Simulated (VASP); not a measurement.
Lu3Hf2F:

```
Lu Hf F
1.0
     5.74971    0.00000    0.00000
    -2.87486    4.97940    0.00000
     0.00000    0.00000    4.37044
Lu Hf F
3 2 1
Cartesian
  1.4374 2.4897 2.1852
  2.8749 0.0000 2.1852
  -1.4374 2.4897 2.1852
  2.8749 1.6598 0.0000
  0.0000 3.3196 0.0000
  0.0000 0.0000 0.0000
```

The cell was generated, and may not be a known phase.

```yaml
Program: VASP 6.6.1
Task: relaxation of cell and atoms
Functional: PBE
Potentials_or_basis: VASP PAW PBE potentials, release 64 (Lu, Hf_pv, F)
Cutoff: 600 eV
k_mesh: 6 × 6 × 4
Occupations: gaussian, width 0.1 eV
Spin: no spin polarisation
```

At the start: pressure 23.4 GPa; volume 20.85 Å³/atom.

Q: Where does the relaxation end?

A: Over 9 steps the energy falls by 572.7 meV/atom and the volume is 28.58 Å³/atom (+37.0 %); space group P6/mmm (No. 191, to 0.1 Å) before and after.

The path:
| step | energy change (eV) | largest force (eV/Å) | pressure (GPa) | volume (Å³) |
| --- | --- | --- | --- | --- |
| 1 | 0.0000 | 0.0000 | 23.36 | 125.13 |
| 2 | -3.2307 | 0.0000 | -2.59 | 188.31 |
| 3 | -3.3117 | 0.0000 | -0.20 | 176.81 |
| 4 | -3.3124 | 0.0000 | -0.45 | 177.98 |
| 5 | -3.3840 | 0.0000 | -0.58 | 176.57 |
| 6 | -3.4301 | 0.0000 | -0.65 | 174.36 |
| 7 | -3.4303 | 0.0000 | -0.66 | 174.23 |
| 8 | -3.4348 | 0.0000 | 0.30 | 170.26 |
| 9 | -3.4359 | 0.0000 | -0.01 | 171.47 |

Final structure:
```
Lu Hf F
1.0
     6.08703    0.00000    0.00000
    -3.04351    5.27152    0.00000
     0.00000    0.00000    5.34374
Lu Hf F
3 2 1
Direct
  0.50000 0.50000 0.50000
  0.50000 0.00000 0.50000
  0.00000 0.50000 0.50000
  0.66667 0.33333 0.00000
  0.33333 0.66667 0.00000
  0.00000 0.00000 0.00000
```

Caveat: the volume moved by over 15 % at a fixed basis, so the end points are rough.
